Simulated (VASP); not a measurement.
Write the native input for VASP 6.6.1 that does the following.

```yaml
Task: electric field gradients
Functional: PBE
Potentials_or_basis: VASP PAW PBE potentials, release 64 (Hf_pv, N)
Cutoff: 520 eV
k_mesh: 10 × 10 × 10
Occupations: fermi-dirac, width 0.03 eV
Spin: no spin polarisation
Dipole_correction: no
Further_INCAR_settings: ALGO = Normal; EDIFF = 1e-08; NBANDS = 14
```

The structure of HfN lies in POSCAR:

```
HfN
1.0
   -0.0451800000      2.2364100000      2.2364100000
    2.2364100000     -0.0451800000      2.2364100000
    2.2364100000      2.2364100000     -0.0451800000
Hf N
1 1
Direct
    0.0000000000      0.0000000000      0.0000000000
    0.5000000000      0.5000000000      0.5000000000
```

This cell differs from its parent crystal: equal xy, yz and zx shear strains of -2 %.

One way to write it, as run:

INCAR

```
SYSTEM = HfN
PREC = Accurate
ENCUT = 520
EDIFF = 1E-8
ISMEAR = -1
SIGMA = 0.03
LREAL = .FALSE.
LASPH = .TRUE.
NELM = 60
ALGO = Normal
ISIF = 2
LWAVE = .FALSE.
LCHARG = .FALSE.
GGA = PE
LEFG = .TRUE.
NBANDS = 14
```

KPOINTS

```
Automatic mesh
0
G
  10 10 10
  0 0 0
```

Potentials or basis: VASP PAW PBE potentials, release 64 (Hf_pv, N).

Launch:

```console
$ cat potpaw_PBE.64/Hf_pv/POTCAR potpaw_PBE.64/N/POTCAR > POTCAR
$ mpirun -np 1 vasp_std > vasp.out
```

Results of the run:

* Pressure: 3.1 GPa

Caveat: the cell differs from its parent crystal (equal xy, yz and zx shear strains of -2 %); without QUAD_EFG the Cq values of the log hold for a quadrupole moment of 1 mb, not for the nuclei.

Run time: 17 s on 1 thread of Intel(R) Xeon(R) Platinum 8488C (Sapphire Rapids), on a shared host, peak memory 0.17 GiB.
